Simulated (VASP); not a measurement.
Here is a VASP 6.6.1 calculation.

The input INCAR:

```
  ALGO = Normal
  EDIFF = 1E-6
  ENCUT = 520
  GGA = PE
  ISIF = 2
  ISMEAR = 0
  LASPH = True
  LCHARG = False
  LREAL = False
  LWAVE = False
  NBANDS = 18
  NELM = 100
  PREC = Accurate
  SIGMA = 0.1
```

File KPOINTS:

```
k-points
0
Gamma
  4 4 4
```

Contents of POSCAR:

```
TiH6
1.0
    3.2719538955      0.0000000000      0.0000000000
    0.0000000000      3.2719538955      0.0000000000
    0.0000000000      0.0000000000      3.2719538955
Ti H
1 6
Direct
    0.0000000000      0.0000000000      0.0000000000
    0.5000000000      0.5000000000      0.1433168421
    0.5000000000      0.5000000000      0.8566831579
    0.1433168421      0.5000000000      0.5000000000
    0.8566831579      0.5000000000      0.5000000000
    0.5000000000      0.1433168421      0.5000000000
    0.5000000000      0.8566831579      0.5000000000
```

Potentials or basis: VASP PAW PBE potentials, release 64 (Ti_sv, H).

The run is started by

```sh
$ cat potpaw_PBE.64/Ti_sv/POTCAR potpaw_PBE.64/H/POTCAR > POTCAR
$ mpirun -np 1 vasp_std > vasp.out
```

(1) Estimate the pressure.

(2) Predict the band gap on the k mesh.

Answers

(1) -0.2 GPa.

(2) zero (band 9 reaches 8.57 eV, above the bottom of band 10 at 5.93 eV).

Caveat: the k points lie up to 0.48 Å⁻¹ apart.
